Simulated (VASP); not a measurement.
Write the native input for VASP 6.6.1 that does the following.

| Quantity | Value |
| --- | --- |
| Task | single point |
| Functional | HSE06 |
| Potentials or basis | VASP PAW PBE potentials, release 64 (Ga_d, N) |
| Cutoff | 520 eV |
| k mesh | 6 × 6 × 6 |
| Occupations | gaussian, width 0.01 eV |
| Spin | no spin polarisation |
| Dipole correction | no |
| Grid for exact exchange (PRECFOCK) | Normal |
| Further INCAR settings | ALGO = Normal; EDIFF = 1e-07; NBANDS = 16 |
| Screening parameter | 0.2079 1/Å |

Crystal: GaN.

```
CELL_PARAMETERS angstrom
0.00000 2.18148 2.18148
2.18148 0.00000 2.18148
2.18148 2.18148 0.00000
ATOMIC_POSITIONS crystal
Ga 0.00000 0.00000 0.00000
N 0.25000 0.25000 0.25000
```

This cell differs from its parent crystal: strain -3.0%.

One way to write it, as run:

POSCAR

```
GaN
1.0
    0.0000000000      2.1814839722      2.1814839722
    2.1814839722      0.0000000000      2.1814839722
    2.1814839722      2.1814839722      0.0000000000
Ga N
1 1
Direct
    0.0000000000      0.0000000000      0.0000000000
    0.2500000000      0.2500000000      0.2500000000
```

INCAR.step1

```
SYSTEM = GaN
PREC     = Accurate       ! precision mode
ENCUT    = 520            ! plane-wave cutoff, eV
EDIFF    = 1E-5           ! SCF threshold, eV
ISMEAR   = 0              ! smearing method
SIGMA    = 0.01           ! smearing width, eV
LREAL    = .False.        ! projectors in reciprocal space
LASPH    = .True.         ! aspherical terms in the spheres
NELM     = 80             ! most SCF steps
ALGO     = Normal         ! electronic algorithm
ISIF     = 2              ! what is computed and relaxed
LWAVE    = .True.         ! write WAVECAR
NBANDS   = 16             ! bands
GGA      = PE             ! functional
```

INCAR.step2

```
SYSTEM = GaN
PREC     = Accurate       ! precision mode
ENCUT    = 520            ! plane-wave cutoff, eV
EDIFF    = 1E-7           ! SCF threshold, eV
ISMEAR   = 0              ! smearing method
SIGMA    = 0.01           ! smearing width, eV
LREAL    = .False.        ! projectors in reciprocal space
LASPH    = .True.         ! aspherical terms in the spheres
NELM     = 80             ! most SCF steps
ALGO     = Normal         ! electronic algorithm
ISIF     = 2              ! what is computed and relaxed
LWAVE    = .False.        ! write WAVECAR
LCHARG   = .True.         ! write CHGCAR
GGA      = PE             ! functional
LHFCALC  = .True.         ! exact exchange
HFSCREEN = 0.2079         ! screening, 1/A
PRECFOCK = Normal       
LELF     = .True.         ! ELF
LVHAR    = .True.       
NBANDS   = 16             ! bands
ISTART   = 1
```

KPOINTS

```
regular mesh
0
Gamma
  6 6 6
  0 0 0
```

Potentials or basis: VASP PAW PBE potentials, release 64 (Ga_d, N).

Command:

```console
$ cat potpaw_PBE.64/Ga_d/POTCAR potpaw_PBE.64/N/POTCAR > POTCAR
$ cp INCAR.step1 INCAR
$ mpirun -np 1 vasp_std > vasp.out
$ cp INCAR.step2 INCAR
$ mpirun -np 1 vasp_std > vasp.out
```

Results of the run:

```yaml
Pressure: 21.7 GPa
Band_gap_on_the_k_mesh: 3.70 eV, direct
```

Caveat: the cell differs from its parent crystal (strain -3.0%); the PAW data sets were made with another functional, which shifts forces and pressure a little.

Wall time 38 min on 1 thread of AMD EPYC 7R43 64-Core Processor (Zen 3) (shared host), peak memory 0.22 GiB.
